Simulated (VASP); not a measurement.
A run of VASP 6.6.1 is set up as follows.

Contents of INCAR:

```
SYSTEM = AlNi3
  ALGO = Normal
  EDIFF = 1E-6
  EDIFFG = -0.01
  ENCUT = 600
  GGA = PS
  IBRION = 2
  ISIF = 3
  ISMEAR = 0
  LASPH = .True.
  LCHARG = .False.
  LREAL = .False.
  LWAVE = .False.
  NELM = 60
  NSW = 80
  PREC = Accurate
  SIGMA = 0.1
```

Contents of KPOINTS:

```
k-points
0
Gamma
  2 2 2
  0 0 0
```

Contents of POSCAR:

```
AlNi3
1.0
    0.0000000000      2.8018887551      2.8018887551
    2.8018887551      0.0000000000      2.8018887551
    2.8018887551      2.8018887551      0.0000000000
Al Ni
1 3
Direct
    0.5000000000      0.5000000000      0.5000000000
    0.2500000000      0.2500000000      0.2500000000
    0.0000000000      0.0000000000      0.0000000000
    0.7500000000      0.7500000000      0.7500000000
```

Potentials or basis: VASP PAW PBE potentials, release 64 (Al, Ni).

Launch:

```sh
$ cat potpaw_PBE.64/Al/POTCAR potpaw_PBE.64/Ni/POTCAR > POTCAR
$ mpirun -np 1 vasp_std > vasp.out
```

Question: Estimate the relaxed cell.

Answer: a = 3.957 Å, b = 3.957 Å, c = 3.957 Å, α = 60.00°, β = 60.00°, γ = 60.00°.

Question: What does it give for the space group after relaxing (to 0.05 Å)?

Answer: Fm-3m (No. 225).

The path:
| step | energy change (eV) | largest force (eV/Å) | pressure (GPa) | volume (Å³) |
| --- | --- | --- | --- | --- |
| 1 | 0.0000 | 0.0000 | -0.83 | 43.99 |
| 2 | -0.0001 | 0.0000 | 0.80 | 43.63 |
| 3 | -0.0005 | 0.0000 | 0.11 | 43.80 |

Caveat: the k points lie up to 0.97 Å⁻¹ apart in the final cell; the PAW data sets were made with another functional, which shifts forces and pressure a little. Spin polarisation is off, so any magnetic state and its effect on volume and gap are missing.
